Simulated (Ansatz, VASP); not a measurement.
## GeSe: VASP beside Ansatz

```
Ge Se
1.0
    10.82000    0.00000    0.00000
     0.00000    3.85000    0.00000
     0.00000    0.00000    4.26800
Ge Se
4 4
Direct
  0.11948 0.25000 0.10775
  0.88052 0.75000 0.89225
  0.38052 0.75000 0.60775
  0.61948 0.25000 0.39225
  0.85539 0.25000 0.49164
  0.14461 0.75000 0.50836
  0.64461 0.75000 0.99164
  0.35539 0.25000 0.00836
```

Change from the starting cell: z stretched by -3 %, ions relaxed.

Alike in both runs: functional PBE; k mesh 4 × 11 × 10; occupations fermi-dirac, width 0.02 eV; no spin polarisation.

Ansatz relaxed the structure, and its values are those at the end. VASP's run is a single point on that final structure, the one shown.

```csv
,VASP,Ansatz
version,VASP 6.6.1,Ansatz 0.2.0
potentials or method,"VASP PAW PBE potentials, release 64 (Ge_d, Se)","plane-wave PAW, scalar-relativistic"
plane-wave cutoff (eV),500,420
valence electrons in the cell,80,120
```

|  | VASP | Ansatz | Ansatz less VASP |
| --- | --- | --- | --- |
| pressure (GPa) | 2.9 | 2.8 | -0.03 |
| rms of the force components (eV/Å) | 0.018 | 0.013 | -0.0052 |

VASP's potentials hold 80 valence electrons a cell and Ansatz's 120, so a difference there can come from the potentials and not from the codes. Ansatz's warnings: stress scf threshold loose.
